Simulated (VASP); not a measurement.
SiC, 4 atoms in the cell. Symmetry: P6_3mc, No. 186, hexagonal system. Conventional cell: a = 3.048 Å, b = 3.048 Å, c = 4.805 Å, α = 90.00°, β = 90.00°, γ = 120.00°. Si (site symmetry 3m) has 4 C at 1.83 to 1.85 Å within 2.4 Å. C (site symmetry 3m) has 4 Si at 1.83 to 1.85 Å within 2.4 Å.  This cell differs from its parent crystal: volume 9.662 Å^3 an atom, c/a of the conventional cell 1.5765.

```yaml
Program: VASP 6.6.1
Task: single point
Functional: PBE
Potentials_or_basis: VASP PAW PBE potentials, release 64 (Si, C)
Cutoff: 520 eV
k_mesh: 12 × 12 × 6
Occupations: gaussian, width 0.05 eV
Spin: no spin polarisation
Dipole_correction: no
Further_INCAR_settings: ALGO = Normal; EDIFF = 1e-06; NBANDS = 16
```

Potentials or basis: VASP PAW PBE potentials, release 64 (Si, C).

Run with:

```sh
$ cat potpaw_PBE.64/Si/POTCAR potpaw_PBE.64/C/POTCAR > POTCAR
$ mpirun -np 1 vasp_std > vasp.out
```

Hardware: 1 thread of Intel(R) Xeon(R) 6975P-C (Granite Rapids) (shared host).

How long does it take, and how much memory?

It took 17 s on 1 thread of Intel(R) Xeon(R) 6975P-C (Granite Rapids) (shared host), peak memory 0.17 GiB. Counts: scf iterations 12, k points 76.
